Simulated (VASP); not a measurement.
Input of a VASP 6.6.1 run:

File POSCAR:

```
BaTe
1.0
    0.0383625000      3.4100000000      3.4100000000
    3.4483625000      0.0000000000      3.4483625000
    3.4100000000      3.4100000000      0.0383625000
Ba Te
1 1
Direct
    0.0000000000      0.0000000000      0.0000000000
    0.5000000000      0.5000000000      0.5000000000
```

Contents of INCAR.step1:

```
PREC = Accurate
ENCUT = 520
ISMEAR = 0
SIGMA = 0.05
LREAL = F
LASPH = T
NELM = 100
NBANDS = 15
GGA = PE
ALGO = Normal
EDIFF = 1E-4
LWAVE = T
LCHARG = F
```

File INCAR.step2:

```
PREC = Accurate
ENCUT = 520
EDIFF = 1E-6
ISMEAR = 0
SIGMA = 0.05
LREAL = F
LASPH = T
NELM = 100
ALGO = Normal
ISIF = 2
LWAVE = F
LCHARG = F
METAGGA = R2SCAN
LMIXTAU = T
NBANDS = 15
ISTART = 1
```

KPOINTS

```
Automatic mesh
0
Gamma
  8 8 8
```

Potentials or basis: VASP PAW PBE potentials, release 64 (Ba_sv, Te).

Run with:

```sh
$ cat potpaw_PBE.64/Ba_sv/POTCAR potpaw_PBE.64/Te/POTCAR > POTCAR
$ cp INCAR.step1 INCAR
$ mpirun -np 1 vasp_std > vasp.out
$ cp INCAR.step2 INCAR
$ mpirun -np 1 vasp_std > vasp.out
```

Q: What does it give for the pressure?

A: 4.5 GPa.

Q: Estimate the band gap on the k mesh.

A: 1.64 eV, indirect (least direct gap 2.02 eV).

Stress tensor (GPa, compression positive):
```
 4.51  0.00 -0.24
 0.00  4.50  0.00
-0.24  0.00  4.51
```

Caveat: the cell differs from its parent crystal (strain +0.0225 x Voigt [0, 0, 0, 0, 1, 0]); the PAW data sets were made with another functional, which shifts forces and pressure a little; spin-orbit coupling is left out, which moves the levels of the heavy elements. A k mesh can miss the band edges.
